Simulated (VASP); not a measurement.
# Te in VASP: settings compared, part 2 of 2

VASP 6.6.1.

## (4) Single point, PBE-based screened hybrid with 25 % exact exchange

This run uses another cell than the first one, of 33.93 Å³/atom.

POSCAR reads:

```
Te
1.0
    4.4540000000      0.0000000000      0.0000000000
   -2.2270000000      3.8572771485      0.0000000000
    0.0000000000      0.0000000000      5.9240000000
Te
3
Direct
    0.7310000000      0.7310000000      0.0000000000
    0.0000000000      0.2690000000      0.6666666667
    0.2690000000      0.0000000000      0.3333333333
```

INCAR.step1 reads:

```
PREC = Accurate ; ENCUT = 520
EDIFF = 1E-5 ; ISMEAR = -1
SIGMA = 0.05 ; LREAL = F
LASPH = T ; NELM = 100
ALGO = Normal ; ISIF = 2
LWAVE = T ; LCHARG = F
NBANDS = 16 ; GGA = PE
```

INCAR.step2 reads:

```
PREC = Accurate ; ENCUT = 520
EDIFF = 1E-6 ; ISMEAR = -1
SIGMA = 0.05 ; LREAL = F
LASPH = T ; NELM = 100
ALGO = Normal ; ISIF = 2
LWAVE = F ; LCHARG = F
GGA = PE ; LHFCALC = T
AEXX = 0.25 ; HFSCREEN = 0.2078699
PRECFOCK = Normal ; NBANDS = 16
ISTART = 1
```

KPOINTS reads:

```
regular mesh
0
Gamma
  4 4 3
```

Command:

```console
$ cat potpaw_PBE.64/Te/POTCAR > POTCAR
$ cp INCAR.step1 INCAR
$ mpirun -np 1 vasp_std > vasp.out
$ cp INCAR.step2 INCAR
$ mpirun -np 1 vasp_std > vasp.out
```

Run time: 13 min. Hardware: 1 thread of AMD EPYC 7R43 (Zen 3), shared host; peak memory 0.31 GiB.

Results (log left out):

```yaml
Free_energy: -11.8338 eV
Pressure: -0.7 GPa
Largest_force: 0.325 eV/Å
Band_gap_on_the_k_mesh: 1.26 eV (least direct gap 1.47 eV)
```

Forces on the atoms (eV/Å):
```
Te   0.162  0.281  0.000
Te   0.162 -0.281  0.000
Te  -0.325  0.000  0.000
```

Stress tensor (GPa, compression positive):
```
-0.25  0.00  0.00
 0.00 -0.25  0.00
 0.00  0.00 -1.46
```

Levels at points of the mesh, in eV from the valence-band top:
| k point | band 5 | band 6 | band 7 | band 8 | band 9 | band 10 | band 11 | band 12 | band 13 | band 14 |
| --- | --- | --- | --- | --- | --- | --- | --- | --- | --- | --- |
| (0.00, 0.00, 0.00) | -2.65 | -2.65 | -1.59 | -1.59 | -0.70 | 1.80 | 1.80 | 2.49 | 5.90 | 5.90 |
| (0.50, 0.00, 0.00) | -4.53 | -3.69 | -3.60 | -0.82 | -0.63 | 1.59 | 1.68 | 3.77 | 4.77 | 8.48 |

Caveat: the PAW data sets were made with another functional, which shifts forces and pressure a little; spin-orbit coupling is left out, which moves the levels of the heavy elements; an odd mesh through Γ misses points on the zone boundary, where band edges can lie.

## (5) Single point, PBE-based screened hybrid with 35 % exact exchange

This run uses another cell than the first one, of 33.93 Å³/atom.

POSCAR is that of step 4.

INCAR.step1 reads:

```
SYSTEM = Te
  PREC = Accurate
  ENCUT = 520
  EDIFF = 1E-5
  ISMEAR = -1
  SIGMA = 0.05
  LREAL = .False.
  LASPH = .True.
  NELM = 80
  ALGO = Normal
  ISIF = 2
  LWAVE = .True.
  LCHARG = .False.
  GGA = PE
  NBANDS = 16
```

INCAR.step2 reads:

```
SYSTEM = Te
  PREC = Accurate
  ENCUT = 520
  EDIFF = 1E-6
  ISMEAR = -1
  SIGMA = 0.05
  LREAL = .False.
  LASPH = .True.
  NELM = 80
  ALGO = Normal
  ISIF = 2
  LWAVE = .False.
  LCHARG = .False.
  GGA = PE
  LHFCALC = .True.
  AEXX = 0.35
  HFSCREEN = 0.2078699
  PRECFOCK = Normal
  ISTART = 1
  NBANDS = 16
```

KPOINTS reads:

```
regular mesh
0
Gamma
  4 4 3
  0 0 0
```

Potentials or basis: VASP PAW PBE potentials, release 64 (Te).

Command:

```console
$ cat potpaw_PBE.64/Te/POTCAR > POTCAR
$ cp INCAR.step1 INCAR
$ mpirun -np 1 vasp_std > vasp.out
$ cp INCAR.step2 INCAR
$ mpirun -np 1 vasp_std > vasp.out
```

OUTCAR:

```text
SYSTEM = Te
   PREC = Accurate
   ENCUT = 520
   EDIFF = 1E-6
   ISMEAR = -1
   LREAL = .False.
   LASPH = .True.
   NELM = 80
   ISIF = 2
   GGA = PE
   LHFCALC = .True.
   AEXX = 0.35
   HFSCREEN = 0.2078699
   PRECFOCK = Normal
   ISTART = 1

 ion  position               nearest neighbor table
   1  0.731  0.731  0.000-   3 2.86   2 2.86   3 3.47   2 3.47   2 3.47   3 3.47
   2  0.000  0.269  0.667-   1 2.86   3 2.86   1 3.47   1 3.47   3 3.47   3 3.47
   3  0.269  0.000  0.333-   1 2.86   2 2.86   1 3.47   1 3.47   2 3.47   2 3.47

  LATTYP: Found a hexagonal cell.
 ALAT       =     4.4540000000
 C/A-ratio  =     1.3300404131

  Lattice vectors:

 A1 = (   4.4540000000,   0.0000000000,   0.0000000000)
 A2 = (  -2.2270000000,   3.8572771485,   0.0000000000)
 A3 = (   0.0000000000,   0.0000000000,   5.9240000000)

Analysis of symmetry for initial positions (statically):
=====================================================================
 Subroutine PRICEL returns:
 Original cell was already a primitive cell.

 Routine SETGRP: Setting up the symmetry group for a
 hexagonal supercell.

 Subroutine GETGRP returns: Found  6 space group operations
 (whereof  2 operations were pure point group operations)
 out of a pool of 24 trial point group operations.

The static configuration has the point symmetry C_2 .
 The point group associated with its full space group is D_3 .

Analysis of symmetry for dynamics (positions and initial velocities):
=====================================================================
 Subroutine PRICEL returns:
 Original cell was already a primitive cell.

 Routine SETGRP: Setting up the symmetry group for a
 hexagonal supercell.

[... 113 lines left out ...]
  Fermi-wavevector in a.u.,A,eV,Ry     =   0.918933  1.736531 11.489263  0.844437
  Thomas-Fermi vector in A             =   2.044070
   LORBIT       =      0    0 simple, 1 ext, 2 COOP (PROOUT), +10 PAW based schemes
   GGA     = PE    functional components
   LHFCALC =     T    Hartree Fock is set to
   PRECFOCK=normal    Normal, Fast or Accurate (Low or Medium for compatibility)
   ENCUT4O =  -1.0   cutoff for four orbital integrals eV
   NKREDX  =     1    reduce k-point grid by
   NKREDY  =     1    reduce k-point grid by
   NKREDZ  =     1    reduce k-point grid by
   AEXX    =    0.3500 exact exchange contribution
   HFSCREEN=    0.2079 screening length (either q_TF or 0.3 A-1)
   HFSCREENC=   0.2079 screening length for correlation (either q_TF or 0.3 A-1)
   ENCUTFOCK=  -1.0 apply spherical cutoff to Coloumb kernel
   IVDW    =     0    specifies the selected vdW correction
   LEPSILON=     F    determine dielectric tensor
   LRPA    =     F    only Hartree local field effects (RPA)
 non-spin polarized calculation
  energy-cutoff  :      520.00
  volume of cell :      101.78
 maximum number of plane-waves:      2758
 NGX is ok and might be reduce to    36
  NGX = 28; NGY = 28; NGZ = 36

 number of electron      17.9999999 magnetization

 Free energy of the ion-electron system (eV)
  ---------------------------------------------------
  ext. energy  EPLUGINS =         0.00000000
  ---------------------------------------------------
  free energy    TOTEN  =       -13.00607599 eV

  energy without entropy =      -13.00607585  energy(sigma->0) =      -13.00607592

 E-fermi :   5.8930     XC(G=0):  -6.9942

 val. band max:        5.1141473291   @ k =   0.2500   0.2500   0.3333
 cond. band min:       6.5990255605   @ k =   0.0000   0.0000   0.3333
 fundamental gap:      1.4848782314
 Fermi energy:         5.8929864093

 k-point     1 :       0.0000    0.0000    0.0000
  band No.  band energies     occupation
      1     -10.0074      2.00000
      2      -6.1958      2.00000
      3      -6.1958      2.00000
      4       1.9841      2.00000
      5       2.4078      2.00000
      6       2.4078      2.00000
[... 148 lines left out ...]
      3      -5.7667      2.00000
      4      -0.4864      2.00000
      5       0.1138      2.00000
      6       0.7851      2.00000
[... 8 lines left out ...]
     15      13.1986      0.00000
     16      14.1512      0.00000

------------------------ aborting loop because EDIFF is reached ----------------------------------------

  FORCE on cell =-STRESS in cart. coord.  units (eV):
  Direction    XX          YY          ZZ          XY          YZ          ZX
  --------------------------------------------------------------------------------------
  -------------------------------------------------------------------------------------
  Total       -0.6323764     -0.6323764     -1.7479268     -0.0000000      0.0000000      0.0000000
  in kB       -9.9549743     -9.9549743    -27.5161537     -0.0000000      0.0000000      0.0000000
  external PRESSURE =     -15.8087007 kB  Pullay stress =       0.0000000 kB

 VOLUME and BASIS-vectors are now :
 -----------------------------------------------------------------------------
  energy-cutoff  :      520.00
  volume of cell :      101.78
      direct lattice vectors                 reciprocal lattice vectors
     4.454000000  0.000000000  0.000000000     0.224517288  0.129625117  0.000000000
    -2.227000000  3.857277149  0.000000000     0.000000000  0.259250233  0.000000000
     0.000000000  0.000000000  5.924000000     0.000000000  0.000000000  0.168804862

 POSITION                                       TOTAL-FORCE (eV/Angst)
 -----------------------------------------------------------------------------------
      1.62794      2.81967      0.00000         0.263336      0.456111      0.000000
     -0.59906      1.03761      3.94933         0.263336     -0.456111      0.000000
      1.19813      0.00000      1.97467        -0.526672      0.000000      0.000000
 -----------------------------------------------------------------------------------
    total drift:                               -0.000003      0.000000     -0.000000

  FREE ENERGIE OF THE ION-ELECTRON SYSTEM (eV)
  ---------------------------------------------------
  free  energy   TOTEN  =       -13.0060759877 eV

  energy  without entropy=      -13.0060758487  energy(sigma->0) =      -13.00607592
```

OUTCAR.step1:

```text
SYSTEM = Te
   PREC = Accurate
   ENCUT = 520
   EDIFF = 1E-5
   ISMEAR = -1
   LREAL = .False.
   LASPH = .True.
[... 380 lines left out ...]
      1.62794      2.81967      0.00000        -0.074370     -0.128813      0.000000
     -0.59906      1.03761      3.94933        -0.074370      0.128813      0.000000
      1.19813      0.00000      1.97467         0.148740     -0.000000     -0.000000
 -----------------------------------------------------------------------------------
    total drift:                               -0.000000     -0.000000      0.000000

  FREE ENERGIE OF THE ION-ELECTRON SYSTEM (eV)
  ---------------------------------------------------
  free  energy   TOTEN  =        -9.3848236503 eV

  energy  without entropy=       -9.3847432740  energy(sigma->0) =       -9.38478346
```

Wall time 14 min (1 thread of AMD EPYC 7R43 (Zen 3), shared host); peak memory 0.31 GiB.

Results:

```yaml
Free_energy: -13.0061 eV
Pressure: -1.6 GPa
Largest_force: 0.527 eV/Å
Band_gap_on_the_k_mesh: 1.48 eV (least direct gap 1.69 eV)
```

Forces on the atoms (eV/Å):
```
Te   0.263  0.456  0.000
Te   0.263 -0.456  0.000
Te  -0.527  0.000  0.000
```

Caveat: the PAW data sets were made with another functional, which shifts forces and pressure a little; spin-orbit coupling is left out, which moves the levels of the heavy elements; an odd mesh through Γ misses points on the zone boundary, where band edges can lie.

## (6) Single point, PBE (atoms moved at random)

INCAR reads:

```
SYSTEM = Te
GGA = PE ; ISMEAR = 0
SIGMA = 0.03 ; LWAVE = .False.
LCHARG = .False. ; ISIF = 2
ISYM = 0 ; PREC = Accurate
LASPH = .True. ; LREAL = .False.
ALGO = Normal ; EDIFF = 1E-7
NELM = 120 ; GGA_COMPAT = .False.
ENCUT = 280 ; EFERMI = MIDGAP
NSIM = 4
```

KPOINTS reads:

```
k-points
0
Gamma
  1 1 1
```

POSCAR reads:

```
Te
1.0
    8.9080000000      0.0000000000      0.0000000000
   -4.4540000000      7.7145542970      0.0000000000
    0.0000000000      0.0000000000     17.7720000000
Te
36
Direct
    0.3650160000      0.3682340000     -0.0000870000
    0.3659020000      0.3645240000      0.3332890000
    0.3592170000      0.3606370000      0.6685640000
    0.3618800000      0.8648640000     -0.0002940000
    0.3609000000      0.8615760000      0.3343210000
    0.3738470000      0.8725950000      0.6681910000
    0.8623510000      0.3670790000      0.0005820000
    0.8608250000      0.3666960000      0.3343430000
    0.8663630000      0.3606340000      0.6658990000
    0.8659960000      0.8688020000     -0.0000540000
    0.8694780000      0.8667080000      0.3326490000
    0.8657110000      0.8628650000      0.6670700000
   -0.0058710000      0.1333330000      0.2227720000
    0.0091480000      0.1439350000      0.5557850000
   -0.0039940000      0.1353340000      0.8890440000
    0.0035550000      0.6359500000      0.2245950000
    0.0002790000      0.6350000000      0.5553860000
   -0.0011160000      0.6365800000      0.8897150000
    0.5039110000      0.1419910000      0.2228030000
    0.5011320000      0.1372540000      0.5529700000
    0.4980130000      0.1309050000      0.8906460000
    0.5025280000      0.6318220000      0.2208160000
    0.5035700000      0.6395580000      0.5536140000
    0.4984060000      0.6334430000      0.8887850000
    0.1342270000     -0.0008240000      0.1088240000
    0.1357010000      0.0034740000      0.4453090000
    0.1378760000     -0.0011910000      0.7772060000
    0.1324390000      0.4937250000      0.1121110000
    0.1269430000      0.5014220000      0.4419940000
    0.1331810000      0.4968620000      0.7814870000
    0.6299880000     -0.0051370000      0.1097430000
    0.6341860000     -0.0011880000      0.4425980000
    0.6379930000      0.0022710000      0.7767410000
    0.6356280000      0.4966180000      0.1125900000
    0.6322170000      0.4974930000      0.4414630000
    0.6352730000      0.5016440000      0.7772270000
```

Potentials or basis: VASP PAW PBE potentials, release 64 (Te).

Command:

```console
$ cat potpaw_PBE.64/Te/POTCAR > POTCAR
$ mpirun -np 8 vasp_std > vasp.out
```

OUTCAR:

```text
SYSTEM = Te
   GGA = PE
   ISMEAR = 0
   ISIF = 2
   ISYM = 0
   PREC = Accurate
   LASPH = .True.
   LREAL = .False.
   EDIFF = 1E-7
   NELM = 120
   ENCUT = 280
   EFERMI = MIDGAP

 ion  position               nearest neighbor table
   1  0.365  0.368  1.000-  24 2.84  34 2.89  28 3.44  25 3.47  21 3.49  15 3.49
   2  0.366  0.365  0.333-  35 2.81  22 2.87  19 3.43  26 3.45  13 3.50  29 3.51
   3  0.359  0.361  0.669-  36 2.87  23 2.97  14 3.38  27 3.41  30 3.46  20 3.51
   4  0.362  0.865  1.000-  21 2.82  31 2.85  25 3.43  18 3.44  24 3.48  28 3.51
   5  0.361  0.862  0.334-  32 2.85  19 2.93  16 3.40  29 3.41  26 3.47  22 3.53
   6  0.374  0.873  0.668-  33 2.81  20 2.89  27 3.44  23 3.49  17 3.54  30 3.56
[... 28 lines left out ...]
  35  0.632  0.497  0.441-   2 2.81  23 2.89   8 3.39  20 3.44  11 3.47  17 3.51
  36  0.635  0.502  0.777-  24 2.87   3 2.87  12 3.43  18 3.47   9 3.51  21 3.53

IMPORTANT INFORMATION: All symmetrisations will be switched off!
NOSYMM: (Re-)initialisation of all symmetry stuff for point group C_1.

[... 201 lines left out ...]
  band No.  band energies     occupation
      1      -7.6530      2.00000
      2      -7.2989      2.00000
      3      -7.2074      2.00000
      4      -6.6223      2.00000
      5      -6.6026      2.00000
      6      -6.5750      2.00000
[... 112 lines left out ...]
    119       6.8552      0.00000
    120       6.8862      0.00000
 [bands above 120 left out]

------------------------ aborting loop because EDIFF is reached ----------------------------------------

  FORCE on cell =-STRESS in cart. coord.  units (eV):
  Direction    XX          YY          ZZ          XY          YZ          ZX
  --------------------------------------------------------------------------------------
  -------------------------------------------------------------------------------------
  Total       27.6016850     26.7227713    -19.1328944      0.7520077      0.7856464      1.6690455
  in kB       36.2091913     35.0561908    -25.0994326      0.9865192      1.0306480      2.1895326
  external PRESSURE =      15.3886498 kB  Pullay stress =       0.0000000 kB

 VOLUME and BASIS-vectors are now :
 -----------------------------------------------------------------------------
  energy-cutoff  :      280.00
  volume of cell :     1221.31
      direct lattice vectors                 reciprocal lattice vectors
     8.908000000  0.000000000  0.000000000     0.112258644  0.064812558  0.000000000
    -4.454000000  7.714554297  0.000000000     0.000000000  0.129625117  0.000000000
     0.000000000  0.000000000 17.772000000     0.000000000  0.000000000  0.056268287

 POSITION                                       TOTAL-FORCE (eV/Angst)
 -----------------------------------------------------------------------------------
      1.61145      2.84076     17.77045         0.050055     -0.084128      0.061292
      1.63587      2.81214      5.92321        -0.093376     -0.112285     -0.114770
      1.59363      2.78215     11.88172         0.099607      0.267010     -0.184761
     -0.62848      6.67204     17.76678        -0.025156     -0.161773      0.098326
     -0.62256      6.64667      5.94155         0.093153      0.170738     -0.181809
     -0.55631      6.73168     11.87509        -0.183783     -0.118165     -0.197099
[... 28 lines left out ...]
      3.41596      3.83794      7.84568         0.037413      0.089945      0.254763
      3.42469      3.86996     13.81288        -0.027823     -0.062805     -0.080473
 -----------------------------------------------------------------------------------
    total drift:                               -0.000226      0.000204      0.000517

  FREE ENERGIE OF THE ION-ELECTRON SYSTEM (eV)
  ---------------------------------------------------
  free  energy   TOTEN  =      -111.0709536478 eV

  energy  without entropy=     -111.0709536478  energy(sigma->0) =     -111.07095365
```

stdout:

```text
POSCAR found type information on POSCAR Te
 POSCAR found :  1 types and      36 ions
 scaLAPACK will be used
 -----------------------------------------------------------------------------
|                                                                             |
|           W    W    AA    RRRRR   N    N  II  N    N   GGGG   !!!           |
|           W    W   A  A   R    R  NN   N  II  NN   N  G    G  !!!           |
[... 24 lines left out ...]
 -----------------------------------------------------------------------------

 LDA part: xc-table for (Slater+PW92), standard interpolation
 POSCAR, INCAR and KPOINTS ok, starting setup
 FFT: planning ... GRIDC
 FFT: planning ... GRID_SOFT
 FFT: planning ... GRID
 WAVECAR not read
 entering main loop
```

Run time: 19 s. Hardware: 8 MPI ranks of Intel Xeon 6975P-C (Granite Rapids), shared host; peak memory 0.2 GiB.

What came out:

```yaml
Free_energy: -111.0710 eV
Pressure: 1.5 GPa
Largest_force: 0.346 eV/Å
Band_gap_on_the_k_mesh: 1.23 eV
```

Forces in eV/Å, atoms in the order of the input:
```
Te   0.050 -0.084  0.061
Te  -0.093 -0.112 -0.115
Te   0.100  0.267 -0.185
Te  -0.025 -0.162  0.098
Te   0.093  0.171 -0.182
Te  -0.184 -0.118 -0.197
Te   0.098 -0.066  0.041
Te  -0.082 -0.224 -0.128
Te  -0.045  0.180  0.098
Te  -0.025 -0.117 -0.007
Te  -0.095 -0.052  0.060
Te   0.024  0.157 -0.061
Te   0.136 -0.006 -0.137
Te  -0.096 -0.201  0.080
Te   0.153  0.047 -0.079
Te  -0.044  0.053 -0.190
Te  -0.088  0.013  0.095
Te   0.015 -0.007 -0.013
Te   0.008 -0.332 -0.049
Te   0.032  0.005  0.115
Te  -0.003  0.176 -0.152
Te  -0.141  0.116  0.088
Te   0.007 -0.263  0.182
Te   0.019  0.084 -0.016
Te  -0.052  0.102  0.225
Te   0.086 -0.012 -0.022
Te  -0.167  0.012  0.027
Te  -0.042  0.107 -0.023
Te   0.290  0.014  0.188
Te  -0.047 -0.001 -0.215
Te  -0.020  0.166  0.168
Te  -0.021  0.047  0.054
Te   0.131  0.028  0.142
Te   0.021 -0.011 -0.125
Te   0.037  0.090  0.255
Te  -0.028 -0.063 -0.080
```

Levels at points of the mesh, in eV from the valence-band top:
| k point | band 105 | band 106 | band 107 | band 108 | band 109 | band 110 | band 111 | band 112 |
| --- | --- | --- | --- | --- | --- | --- | --- | --- |
| (0.00, 0.00, 0.00) | -0.08 | -0.02 | -0.01 | 0.00 | 1.23 | 1.32 | 1.33 | 1.39 |

Caveat: the k points lie up to 0.81 Å⁻¹ apart; the cell differs from its parent crystal (atoms moved at random); spin-orbit coupling is left out, which moves the levels of the heavy elements; an odd mesh through Γ misses points on the zone boundary, where band edges can lie.

## (7) The runs side by side

| level | cell | k mesh | cutoff (eV) | smearing | dipole correction | grid for exact exchange (PRECFOCK) | share of exact exchange | screening parameter | tolerance level | gap on the mesh (eV) | pressure (GPa) | largest force (eV/Å) |
| --- | --- | --- | --- | --- | --- | --- | --- | --- | --- | --- | --- | --- |
| r2SCAN | a = 4.541, b = 4.541, c = 6.040 Å, angles 90.0, 90.0, 120.0°, 3 atoms, atomic positions A | 7 × 7 × 5 | 520 | fermi-dirac 0.05 eV | no | - | - | - | - | 0.79 | -1.8 | 0.35 |
| PBE-based screened hybrid with 15 % exact exchange | a = 4.454, b = 4.454, c = 5.924 Å, angles 90.0, 90.0, 120.0°, 3 atoms, atomic positions A | 4 × 4 × 3 | 520 | fermi-dirac 0.05 eV | no | Normal | 0.15 | 0.20787 1/Å | - | 1.06 | 0.3 | 0.13 |
| PBE-based screened hybrid with 25 % exact exchange | a = 4.454, b = 4.454, c = 5.924 Å, angles 90.0, 90.0, 120.0°, 3 atoms, atomic positions A | 4 × 4 × 3 | 520 | fermi-dirac 0.05 eV | no | Normal | 0.25 | 0.20787 1/Å | - | 1.26 | -0.7 | 0.32 |
| PBE-based screened hybrid with 35 % exact exchange | a = 4.454, b = 4.454, c = 5.924 Å, angles 90.0, 90.0, 120.0°, 3 atoms, atomic positions A | 4 × 4 × 3 | 520 | fermi-dirac 0.05 eV | no | Normal | 0.35 | 0.20787 1/Å | - | 1.48 | -1.6 | 0.53 |
| PBE | a = 8.908, b = 8.908, c = 17.772 Å, angles 90.0, 90.0, 120.0°, 36 atoms, atomic positions B | 1 × 1 × 1 | 280 | gaussian 0.03 eV | - | - | - | - | standard | 1.23 | 1.5 | 0.35 |

Alike in all rows: task single point; potentials or basis VASP PAW PBE potentials, release 64 (Te); no spin polarisation.

Caveats: some runs use coarse meshes; spin-orbit coupling is left out, which moves the levels of the heavy elements; an odd mesh through Γ misses points on the zone boundary, where band edges can lie; the PAW data sets were made with another functional, which shifts forces and pressure a little (at least some runs).

Absolute energies hang on the potentials; compare differences alone.
